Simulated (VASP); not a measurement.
Write the native input for VASP 6.6.1 that does the following.

```
Task                   : single point
Functional             : LDA
Potentials or basis    : VASP PAW LDA potentials, release 64 (K_sv, Ta_pv, O)
Cutoff                 : 520 eV
k mesh                 : 5 × 5 × 5
Occupations            : fermi-dirac, width 0.01 eV
Spin                   : no spin polarisation
Dipole correction      : no
Further INCAR settings : ALGO = Normal; EDIFF = 1e-06; NBANDS = 27
```

The structure of KTaO3 lies in POSCAR:

```
KTaO3
1.0
    3.9883000000      0.0000000000      0.0000000000
    0.0000000000      3.9883000000      0.0000000000
    0.0000000000      0.0000000000      4.0680660000
K Ta O
1 1 3
Direct
    0.5000000000      0.5000000000      0.5000000000
    0.0000000000      0.0000000000      0.0000000000
    0.5000000000      0.0000000000      0.0000000000
    0.0000000000      0.5000000000      0.0000000000
    0.0000000000      0.0000000000      0.5000000000
```

This cell differs from its parent crystal: zz strain of +2 %.

The input as run:

INCAR

```
ALGO = Normal ; EDIFF = 1E-6
ENCUT = 520 ; ISIF = 2
ISMEAR = -1 ; LASPH = T
LCHARG = F ; LREAL = F
LWAVE = F ; NBANDS = 27
NELM = 80 ; PREC = Accurate
SIGMA = 0.01
```

KPOINTS

```
k-points
0
Gamma
  5 5 5
```

Potentials or basis: VASP PAW LDA potentials, release 64 (K_sv, Ta_pv, O).

The run is started by

```bash
$ cat potpaw_LDA.64/K_sv/POTCAR potpaw_LDA.64/Ta_pv/POTCAR potpaw_LDA.64/O/POTCAR > POTCAR
$ mpirun -np 1 vasp_std > vasp.out
```

Results of the run:

| Item | Value |
| --- | --- |
| Pressure | -8.0 GPa |
| Band gap on the k mesh | 2.07 eV (least direct gap 2.58 eV) |

Caveat: the cell differs from its parent crystal (zz strain of +2 %); the cell stands under tension; spin-orbit coupling is left out, which moves the levels of the heavy elements; an odd mesh through Γ misses points on the zone boundary, where band edges can lie.

It took 29 s on 1 thread of Intel Xeon 8259CL, on a shared host, peak memory 0.16 GiB.
